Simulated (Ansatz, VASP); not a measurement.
# One calculation of Hg, two programs

Contents of INCAR:

```
  PREC = Accurate
  ENCUT = 500
  EDIFF = 1E-6
  ISMEAR = -1
  SIGMA = 0.03
  LREAL = False
  LASPH = True
  NELM = 120
  ALGO = Normal
  ISIF = 2
  LWAVE = False
  LCHARG = True
  GGA = PE
  LELF = True
  LVHAR = True
  NBANDS = 12
  GGA_COMPAT = False
```

The input KPOINTS:

```
Automatic mesh
0
Gamma
  6 6 6
```

POSCAR

```
Hg
1.0
    1.7300000000      0.9988159657      2.2340000000
   -1.7300000000      0.9988159657      2.2340000000
    0.0000000000     -1.9976319314      2.2340000000
Hg
1
Direct
    0.0000000000      0.0000000000      0.0000000000
```

The input input.yaml:

```yaml
crystal:
  lattice:
    - [1.73, 0.9988159657, 2.234]
    - [-1.73, 0.9988159657, 2.234]
    - [0.0, -1.9976319314, 2.234]
  atoms:
    - { symbol: Hg, position: [0.0, 0.0, 0.0] }
kpoints:
  mp_grid: { grid: [6, 6, 6] }
scf:
  occupations: { method: fermi_dirac, width: 0.03 }
hamiltonian:
  xc: pbe
  pseudopotentials: { kind: all_electron, lapw: { basis_error: 0.002 } }
output:
  forces: true
  stress: true
  eigenvalues: true
```

Alike in both runs: task single point; functional PBE; k mesh 6 × 6 × 6; occupations fermi-dirac, width 0.03 eV; no spin polarisation.

|  | VASP | Ansatz |
| --- | --- | --- |
| version | VASP 6.6.1 | Ansatz 0.2.0 |
| potentials or method | VASP PAW PBE potentials, release 64 (Hg), cutoff 500 eV | all-electron LAPW, scalar-relativistic |

|  | VASP | Ansatz | Ansatz less VASP |
| --- | --- | --- | --- |
| gap on the k mesh at the Fermi level (eV) | none | none | - |
| pressure (GPa) | 5.5 | 5.0 | -0.51 |
| traceless stress, the component that is largest in VASP (GPa) | 1.26 | 1.13 | -0.127 |

A gap of «none» marks a metal or a gap that the smearing closes. Ansatz ran all-electron here, and VASP with PAW potentials.

The k mesh is coarse, so the values compare programs but aren't converged. Spin-orbit coupling is off throughout.
